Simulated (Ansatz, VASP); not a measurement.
# One calculation of MgO, two programs

INCAR

```
PREC = Accurate
ENCUT = 520
EDIFF = 1E-6
ISMEAR = 0
SIGMA = 0.01
LREAL = F
LASPH = T
NELM = 100
ALGO = Normal
ISIF = 2
LWAVE = F
LCHARG = F
GGA = PS
NBANDS = 16
```

The input KPOINTS:

```
regular mesh
0
Gamma
  6 6 6
```

Contents of POSCAR:

```
MgO
1.0
    3.4570793207      0.0000000000      0.0000000000
   -1.7285396603      2.9939185987      0.0000000000
    0.0000000000      0.0000000000      4.1429297518
Mg O
2 2
Direct
    0.6666666667      0.3333333333      0.7500000000
    0.3333333333      0.6666666667      0.2500000000
    0.6666666667      0.3333333333      0.2500000000
    0.3333333333      0.6666666667      0.7500000000
```

Input for Ansatz:

```yaml
crystal:
  lattice:
    - [3.4570793206918173, 0.0, 0.0]
    - [-1.7285396603459087, 2.993918598709101, 0.0]
    - [0.0, 0.0, 4.142929751766034]
  atoms:
    - { symbol: Mg, position: [0.6666666666666666, 0.3333333333333333, 0.75] }
    - { symbol: Mg, position: [0.3333333333333333, 0.6666666666666666, 0.25] }
    - { symbol: O, position: [0.6666666666666666, 0.3333333333333333, 0.25] }
    - { symbol: O, position: [0.3333333333333333, 0.6666666666666666, 0.75] }
basis:
  ecutwfc: 500.0
kpoints:
  mp_grid:
    grid: [6, 6, 6]
hamiltonian:
  xc: pbesol
scf:
  convergence:
    dr2_threshold: 1.0e-10
  occupations:
    method: fixed
output:
  stress: true
```

Alike in both runs: task single point; functional PBEsol; k mesh 6 × 6 × 6; no spin polarisation.

```csv
,VASP,Ansatz
version,VASP 6.6.1,Ansatz 0.2.0
potentials or method,"VASP PAW PBE potentials, release 64 (Mg, O), cutoff 520 eV","plane waves, PAW"
occupations,"gaussian, width 0.01 eV",fixed
valence electrons in the cell,16,32
```

VASP gave:

- pressure (GPa): 4.4
- traceless stress, the component that is largest in VASP (GPa): 0.39

What did Ansatz give for the same quantities?

Pressure (GPa): 4.7; traceless stress, the component that is largest in VASP (GPa): 0.46.

VASP's potentials were made for PBE, not for PBEsol. VASP's potentials hold 16 valence electrons a cell and Ansatz's 32, so a difference there can come from the potentials and not from the codes.
